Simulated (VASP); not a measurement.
Here is a VASP 6.6.1 calculation.

File POSCAR:

```
CsI
1.0
    4.6080831759      0.0000000000      0.0000000000
    0.0000000000      4.6080831759      0.0000000000
    0.0000000000      0.0000000000      4.6080831759
Cs I
1 1
Direct
    0.0000000000      0.0000000000      0.0000000000
    0.5000000000      0.5000000000      0.5000000000
```

Contents of INCAR.step1:

```
PREC     = Accurate       # precision mode
ENCUT    = 400            # plane-wave cutoff, eV
EDIFF    = 1E-5           # SCF threshold, eV
ISMEAR   = 0              # smearing method
SIGMA    = 0.01           # smearing width, eV
LREAL    = F              # projectors in reciprocal space
LASPH    = T              # aspherical terms in the spheres
NELM     = 120            # most SCF steps
ALGO     = Normal         # electronic algorithm
ISIF     = 2              # what is computed and relaxed
LWAVE    = T              # write WAVECAR
GGA      = PE             # functional
NBANDS   = 15             # bands
GGA_COMPAT= F
```

File INCAR.step2:

```
PREC     = Accurate       # precision mode
ENCUT    = 400            # plane-wave cutoff, eV
EDIFF    = 1E-6           # SCF threshold, eV
ISMEAR   = 0              # smearing method
SIGMA    = 0.01           # smearing width, eV
LREAL    = F              # projectors in reciprocal space
LASPH    = T              # aspherical terms in the spheres
NELM     = 120            # most SCF steps
ALGO     = Normal         # electronic algorithm
ISIF     = 2              # what is computed and relaxed
LWAVE    = F              # write WAVECAR
LCHARG   = T              # write CHGCAR
GGA      = PE             # functional
LHFCALC  = T              # exact exchange
AEXX     = 0.4            # exact-exchange fraction
HFSCREEN = 0.2078         # screening, 1/A
PRECFOCK = Normal       
LELF     = T              # ELF
LVHAR    = T            
ISTART   = 1            
NBANDS   = 15             # bands
GGA_COMPAT= F
```

KPOINTS

```
regular mesh
0
Gamma
  4 4 4
```

Potentials or basis: VASP PAW PBE potentials, release 64 (Cs_sv, I).

The run is started by

```sh
$ cat potpaw_PBE.64/Cs_sv/POTCAR potpaw_PBE.64/I/POTCAR > POTCAR
$ cp INCAR.step1 INCAR
$ mpirun -np 1 vasp_std > vasp.out
$ cp INCAR.step2 INCAR
$ mpirun -np 1 vasp_std > vasp.out
```

(1) Predict the pressure.

(2) Estimate the band gap on the k mesh.

Results:

(1) 0.0 GPa.

(2) 5.39 eV, indirect (least direct gap 5.49 eV).

Caveat: the PAW data sets were made with another functional, which shifts forces and pressure a little; spin-orbit coupling is left out, which moves the levels of the heavy elements.
